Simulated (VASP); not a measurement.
# InSe (C2/m) in VASP: a series of runs, part 3 of 3

VASP 6.6.1.

## Step 5: Electric field gradients, PBE (25.81 Å³/atom)

This run uses another cell than the first one, of 25.81 Å³/atom.

INCAR

```
SYSTEM = InSe
ALGO     = Normal         ! electronic algorithm
EDIFF    = 1E-8           ! SCF threshold, eV
ENCUT    = 520            ! plane-wave cutoff, eV
GGA      = PE             ! functional
ISIF     = 2              ! what is computed and relaxed
ISMEAR   = -1             ! smearing method
LASPH    = .True.         ! aspherical terms in the spheres
LCHARG   = .False.        ! write CHGCAR
LEFG     = .True.       
LREAL    = .False.        ! projectors in reciprocal space
LWAVE    = .False.        ! write WAVECAR
NBANDS   = 27             ! bands
NELM     = 60             ! most SCF steps
PREC     = Accurate       ! precision mode
SIGMA    = 0.02           ! smearing width, eV
```

KPOINTS

```
k-points
0
Gamma
  7 7 6
  0 0 0
```

POSCAR

```
InSe
1.0
    5.8482774374     -2.0481270390      0.0000000000
    5.8482774374      2.0481270390      0.0000000000
   -1.5940664399      0.0000000000      4.3091959091
In Se
2 2
Direct
    0.8840000000      0.8840000000      0.0050000000
    0.1160000000      0.1160000000      0.9950000000
    0.6600000000      0.6600000000      0.6420000000
    0.3400000000      0.3400000000      0.3580000000
```

Potentials or basis: VASP PAW PBE potentials, release 64 (In_d, Se).

Command:

```console
$ cat potpaw_PBE.64/In_d/POTCAR potpaw_PBE.64/Se/POTCAR > POTCAR
$ mpirun -np 1 vasp_std > vasp.out
```

OUTCAR:

```text
SYSTEM = InSe
   EDIFF = 1E-8
   ENCUT = 520
   GGA = PE
   ISIF = 2
   ISMEAR = -1
   LASPH = .True.
   LREAL = .False.
   NELM = 60
   PREC = Accurate

 ion  position               nearest neighbor table
   1  0.884  0.884  0.005-   3 2.57   2 2.73   4 2.77   4 2.77   2 3.73   2 3.73
   2  0.116  0.116  0.995-   4 2.57   1 2.73   3 2.77   3 2.77   1 3.73   1 3.73
   3  0.660  0.660  0.642-   1 2.57   2 2.77   2 2.77
   4  0.340  0.340  0.358-   2 2.57   1 2.77   1 2.77

  LATTYP: Found a base centered monoclinic cell.
 ALAT       =    11.6965548748
 B/A-ratio  =     0.3502103074
 C/A-ratio  =     0.3928152938
 COS(beta)  =    -0.3469445484

  Lattice vectors:

 A1 = (   5.8482774374,  -2.0481270390,   0.0000000000)
 A2 = (   5.8482774374,   2.0481270390,   0.0000000000)
 A3 = (  -1.5940664399,   0.0000000000,   4.3091959091)

Analysis of symmetry for initial positions (statically):
=====================================================================
 Subroutine PRICEL returns:
 Original cell was already a primitive cell.
[... 924 lines left out ...]
     10.33178      0.00000      0.02155        -0.070932      0.000000      0.532047
     -0.22930      0.00000      4.28765         0.070932      0.000000     -0.532047
      6.69634      0.00000      2.76650        -0.795169      0.000000     -0.231451
      3.40615      0.00000      1.54269         0.795169      0.000000      0.231451
 -----------------------------------------------------------------------------------
    total drift:                               -0.000000     -0.000000      0.000000

  FREE ENERGIE OF THE ION-ELECTRON SYSTEM (eV)
  ---------------------------------------------------
  free  energy   TOTEN  =       -13.8678547184 eV

  energy  without entropy=      -13.8678547183  energy(sigma->0) =      -13.86785472

 Electric field gradients (V/A^2)
---------------------------------------------------------------------
 ion       V_xx      V_yy      V_zz      V_xy      V_xz      V_yz
---------------------------------------------------------------------
   1    -180.914   100.264    80.650    -0.000   -45.991    -0.000
   2    -180.914   100.264    80.650    -0.000   -45.991    -0.000
   3      70.222   -23.692   -46.530     0.000    17.852     0.000
   4      70.222   -23.692   -46.530    -0.000    17.852     0.000
---------------------------------------------------------------------

 Electric field gradients after diagonalization (V/A^2)
 (convention: |V_zz| > |V_xx| > |V_yy|)
----------------------------------------------------------------------
 ion       V_xx      V_yy      V_zz     asymmetry (V_yy - V_xx)/ V_zz
----------------------------------------------------------------------
   1     100.264    88.501  -188.765       0.062
   2     100.264    88.501  -188.765       0.062
   3     -49.199   -23.692    72.891       0.350
   4     -49.199   -23.692    72.891       0.350
----------------------------------------------------------------------

           NMR quadrupolar parameters

 Cq : quadrupolar parameter    Cq=e*Q*V_zz/h
 eta: asymmetry parameters     (V_yy - V_xx)/ V_zz
 Q  : nuclear electric quadrupole moment in mb (millibarn)
----------------------------------------------------------------------
 ion       Cq(MHz)       eta       Q (mb)
----------------------------------------------------------------------
   1      -0.456       0.062       1.000
   2      -0.456       0.062       1.000
   3       0.176       0.350       1.000
   4       0.176       0.350       1.000
----------------------------------------------------------------------
```

OSZICAR:

```text
N       E                     dE             d eps       ncg     rms          rms(c)
DAV:   1     0.336865719631E+03    0.33687E+03   -0.17610E+04  4760   0.162E+03
DAV:   2     0.254223276888E+02   -0.31144E+03   -0.30182E+03  4792   0.397E+02
DAV:   3    -0.126544907409E+02   -0.38077E+02   -0.37458E+02  5963   0.145E+02
DAV:   4    -0.143007905181E+02   -0.16463E+01   -0.16409E+01  5732   0.302E+01
DAV:   5    -0.143520330396E+02   -0.51243E-01   -0.51235E-01  6948   0.550E+00    0.652E+00
DAV:   6    -0.138878841428E+02    0.46415E+00   -0.87426E-01  6828   0.154E+01    0.395E+00
DAV:   7    -0.138684912408E+02    0.19393E-01   -0.36926E-01  7291   0.459E+00    0.121E+00
DAV:   8    -0.138671638452E+02    0.13274E-02   -0.42730E-02  6951   0.227E+00    0.563E-01
DAV:   9    -0.138678061177E+02   -0.64227E-03   -0.56559E-03  6719   0.778E-01    0.193E-01
DAV:  10    -0.138678165484E+02   -0.10431E-04   -0.48682E-04  5880   0.168E-01    0.109E-01
DAV:  11    -0.138678592047E+02   -0.42656E-04   -0.18513E-04  6021   0.136E-01    0.337E-02
DAV:  12    -0.138678542305E+02    0.49742E-05   -0.25337E-05  5945   0.433E-02    0.189E-02
DAV:  13    -0.138678546129E+02   -0.38244E-06   -0.45349E-06  6879   0.126E-02    0.111E-02
DAV:  14    -0.138678548820E+02   -0.26911E-06   -0.13513E-06  5205   0.123E-02    0.351E-03
DAV:  15    -0.138678547319E+02    0.15017E-06   -0.14575E-07  5371   0.289E-03    0.689E-04
DAV:  16    -0.138678547103E+02    0.21574E-07   -0.11862E-08  4482   0.687E-04    0.352E-04
DAV:  17    -0.138678547184E+02   -0.80659E-08   -0.27237E-09  2835   0.390E-04
   1 F= -.13867855E+02 E0= -.13867855E+02  d E =-.375389E-10
```

stdout:

```text
POSCAR found type information on POSCAR InSe
 POSCAR found :  2 types and       4 ions
 scaLAPACK will be used
 LDA part: xc-table for (Slater+PW92), standard interpolation
 POSCAR, INCAR and KPOINTS ok, starting setup
 FFT: planning ... GRIDC
 FFT: planning ... GRID_SOFT
 FFT: planning ... GRID
 WAVECAR not read
 entering main loop
ion   1

ion   2

ion   3

ion   4
```

Run time: 9 min. Hardware: 1 thread of Intel Xeon 8259CL, shared host; peak memory 0.41 GiB.

What came out:

```yaml
Free_energy: -13.8679 eV
Pressure: 3.6 GPa
Largest_force: 0.828 eV/Å
Band_gap_on_the_k_mesh: 0.97 eV (least direct gap 1.36 eV)
Largest_electric_field_gradient_by_atom: In -188.8; Se +72.9 V/Å²
```

Forces on the atoms (eV/Å):
```
In  -0.071  0.000  0.532
In   0.071  0.000 -0.532
Se  -0.795  0.000 -0.231
Se   0.795  0.000  0.231
```

Stress tensor (GPa, compression positive):
```
6.24 0.00 2.46
0.00 1.89 0.00
2.46 0.00 2.77
```

Electric field gradients, principal values (V/Å²):
```csv
atom,least,middle,greatest (by size)
1 In,88.501,100.264,-188.765
2 In,88.501,100.264,-188.765
3 Se,-23.692,-49.199,72.891
4 Se,-23.692,-49.199,72.891
```

Caveat: the cell stands under pressure; without QUAD_EFG the Cq values of the log hold for a quadrupole moment of 1 mb, not for the nuclei; spin-orbit coupling is left out, which moves the levels of the heavy elements; an odd mesh through Γ misses points on the zone boundary, where band edges can lie.

## Step 6: Electric field gradients, PBE (26.59 Å³/atom)

This run uses another cell than the first one, of 26.59 Å³/atom.

INCAR

```
ALGO     = Normal         # electronic algorithm
EDIFF    = 1E-8           # SCF threshold, eV
ENCUT    = 520            # plane-wave cutoff, eV
GGA      = PE             # functional
ISIF     = 2              # what is computed and relaxed
ISMEAR   = -1             # smearing method
LASPH    = True           # aspherical terms in the spheres
LCHARG   = False          # write CHGCAR
LEFG     = True         
LREAL    = False          # projectors in reciprocal space
LWAVE    = False          # write WAVECAR
NBANDS   = 27             # bands
NELM     = 60             # most SCF steps
PREC     = Accurate       # precision mode
SIGMA    = 0.02           # smearing width, eV
```

KPOINTS

```
k-points
0
Gamma
  7 7 6
```

POSCAR

```
InSe
1.0
    5.9067640918     -2.0686096682      0.0000000000
    5.9067640918      2.0686096682      0.0000000000
   -1.6100081618      0.0000000000      4.3522907270
In Se
2 2
Direct
    0.8840000000      0.8840000000      0.0050000000
    0.1160000000      0.1160000000      0.9950000000
    0.6600000000      0.6600000000      0.6420000000
    0.3400000000      0.3400000000      0.3580000000
```

Potentials or basis: VASP PAW PBE potentials, release 64 (In_d, Se).

Command:

```console
$ cat potpaw_PBE.64/In_d/POTCAR potpaw_PBE.64/Se/POTCAR > POTCAR
$ mpirun -np 1 vasp_std > vasp.out
```

OUTCAR:

```text
EDIFF = 1E-8
   ENCUT = 520
   GGA = PE
   ISIF = 2
   ISMEAR = -1
   LASPH = True
   LREAL = False
   NELM = 60
   PREC = Accurate

 ion  position               nearest neighbor table
   1  0.884  0.884  0.005-   3 2.60   2 2.76   4 2.80   4 2.80   2 3.77   2 3.77
   2  0.116  0.116  0.995-   4 2.60   1 2.76   3 2.80   3 2.80   1 3.77   1 3.77
   3  0.660  0.660  0.642-   1 2.60   2 2.80   2 2.80
   4  0.340  0.340  0.358-   2 2.60   1 2.80   1 2.80

  LATTYP: Found a base centered monoclinic cell.
 ALAT       =    11.8135281836
 B/A-ratio  =     0.3502103074
 C/A-ratio  =     0.3928152938
 COS(beta)  =    -0.3469445484

  Lattice vectors:

 A1 = (   5.9067640918,  -2.0686096682,   0.0000000000)
 A2 = (   5.9067640918,   2.0686096682,   0.0000000000)
 A3 = (  -1.6100081618,   0.0000000000,   4.3522907270)

Analysis of symmetry for initial positions (statically):
=====================================================================
 Subroutine PRICEL returns:
 Original cell was already a primitive cell.

 Routine SETGRP: Setting up the symmetry group for a
 base centered monoclinic supercell.

 Subroutine GETGRP returns: Found  4 space group operations
 (whereof  4 operations were pure point group operations)
 out of a pool of  4 trial point group operations.

The static configuration has the point symmetry C_2h.

Analysis of symmetry for dynamics (positions and initial velocities):
=====================================================================
 Subroutine PRICEL returns:
[... 887 lines left out ...]
 [... further k-points ...]

------------------------ aborting loop because EDIFF is reached ----------------------------------------

  FORCE on cell =-STRESS in cart. coord.  units (eV):
  Direction    XX          YY          ZZ          XY          YZ          ZX
  --------------------------------------------------------------------------------------
  -------------------------------------------------------------------------------------
  Total        2.5101136      0.2326095      0.7438005      0.0000000      0.0000000      1.3810896
  in kB       37.8118468      3.5039826     11.2044618      0.0000000      0.0000000     20.8044563
  external PRESSURE =      17.5067637 kB  Pullay stress =       0.0000000 kB

 VOLUME and BASIS-vectors are now :
 -----------------------------------------------------------------------------
  energy-cutoff  :      520.00
  volume of cell :      106.36
      direct lattice vectors                 reciprocal lattice vectors
     5.906764092 -2.068609668  0.000000000     0.084648717 -0.241708239  0.031313424
     5.906764092  2.068609668  0.000000000     0.084648717  0.241708239  0.031313424
    -1.610008162  0.000000000  4.352290727     0.000000000  0.000000000  0.229764063

 POSITION                                       TOTAL-FORCE (eV/Angst)
 -----------------------------------------------------------------------------------
     10.43511      0.00000      0.02176        -0.190626      0.000000      0.505456
     -0.23159      0.00000      4.33053         0.190626      0.000000     -0.505456
      6.76330      0.00000      2.79417        -0.705420      0.000000     -0.030073
      3.44022      0.00000      1.55812         0.705420      0.000000      0.030073
 -----------------------------------------------------------------------------------
    total drift:                               -0.000000     -0.000000      0.000000

  FREE ENERGIE OF THE ION-ELECTRON SYSTEM (eV)
  ---------------------------------------------------
  free  energy   TOTEN  =       -13.9205758496 eV

  energy  without entropy=      -13.9205758496  energy(sigma->0) =      -13.92057585

 Electric field gradients (V/A^2)
---------------------------------------------------------------------
 ion       V_xx      V_yy      V_zz      V_xy      V_xz      V_yz
---------------------------------------------------------------------
   1    -174.657    96.762    77.894    -0.000   -44.951     0.000
   2    -174.657    96.762    77.894    -0.000   -44.951    -0.000
   3      73.209   -25.573   -47.636     0.000    19.671     0.000
   4      73.209   -25.573   -47.636    -0.000    19.671     0.000
---------------------------------------------------------------------

 Electric field gradients after diagonalization (V/A^2)
 (convention: |V_zz| > |V_xx| > |V_yy|)
----------------------------------------------------------------------
 ion       V_xx      V_yy      V_zz     asymmetry (V_yy - V_xx)/ V_zz
----------------------------------------------------------------------
   1      96.762    85.657  -182.419       0.061
   2      96.762    85.657  -182.419       0.061
   3     -50.757   -25.573    76.330       0.330
   4     -50.757   -25.573    76.330       0.330
----------------------------------------------------------------------

           NMR quadrupolar parameters

 Cq : quadrupolar parameter    Cq=e*Q*V_zz/h
 eta: asymmetry parameters     (V_yy - V_xx)/ V_zz
 Q  : nuclear electric quadrupole moment in mb (millibarn)
----------------------------------------------------------------------
 ion       Cq(MHz)       eta       Q (mb)
----------------------------------------------------------------------
   1      -0.441       0.061       1.000
   2      -0.441       0.061       1.000
   3       0.185       0.330       1.000
   4       0.185       0.330       1.000
----------------------------------------------------------------------
```

It took 10 min on 1 thread of Intel Xeon 8259CL, shared host; peak memory 0.42 GiB.

Results:

```
Free energy                             : -13.9206 eV
Pressure                                : 1.8 GPa
Largest force                           : 0.706 eV/Å
Band gap on the k mesh                  : 0.90 eV (least direct gap 1.32 eV)
Largest electric field gradient by atom : In -182.4; Se +76.3 V/Å²
```

Forces in eV/Å, atoms in the order of the input:
```
In  -0.191  0.000  0.505
In   0.191  0.000 -0.505
Se  -0.705  0.000 -0.030
Se   0.705  0.000  0.030
```

Stress tensor (GPa, compression positive):
```
3.78 0.00 2.08
0.00 0.35 0.00
2.08 0.00 1.12
```

Electric field gradients, principal values (V/Å²):
```csv
atom,least,middle,greatest (by size)
1 In,85.657,96.762,-182.419
2 In,85.657,96.762,-182.419
3 Se,-25.573,-50.757,76.330
4 Se,-25.573,-50.757,76.330
```

Caveat: without QUAD_EFG the Cq values of the log hold for a quadrupole moment of 1 mb, not for the nuclei; spin-orbit coupling is left out, which moves the levels of the heavy elements; an odd mesh through Γ misses points on the zone boundary, where band edges can lie.

## Step 7: Summary

| cell | gap on the mesh (eV) | pressure (GPa) | largest force (eV/Å) |
| --- | --- | --- | --- |
| a = 6.176, b = 6.176, c = 4.579 Å, angles 109.1, 109.1, 38.6°, 4 atoms | 0.99 | 4.3 | 0.88 |
| a = 6.238, b = 6.238, c = 4.625 Å, angles 109.1, 109.1, 38.6°, 4 atoms | 0.92 | 2.3 | 0.74 |
| a = 6.299, b = 6.299, c = 4.671 Å, angles 109.1, 109.1, 38.6°, 4 atoms | 0.86 | 0.7 | 0.66 |
| a = 6.197, b = 6.197, c = 4.595 Å, angles 109.1, 109.1, 38.6°, 4 atoms | 0.97 | 3.6 | 0.83 |
| a = 6.259, b = 6.259, c = 4.641 Å, angles 109.1, 109.1, 38.6°, 4 atoms | 0.90 | 1.8 | 0.71 |

Alike in all rows: task electric field gradients; level PBE; potentials or basis VASP PAW PBE potentials, release 64 (In_d, Se); no spin polarisation; k mesh 7 × 7 × 6; cutoff (eV) 520; smearing fermi-dirac 0.02 eV.

Caveats: spin-orbit coupling is left out, which moves the levels of the heavy elements; an odd mesh through Γ misses points on the zone boundary, where band edges can lie; the cell stands under pressure (at least some runs).

Total energies depend on the potentials used, so only differences within one code and one set of settings carry meaning.
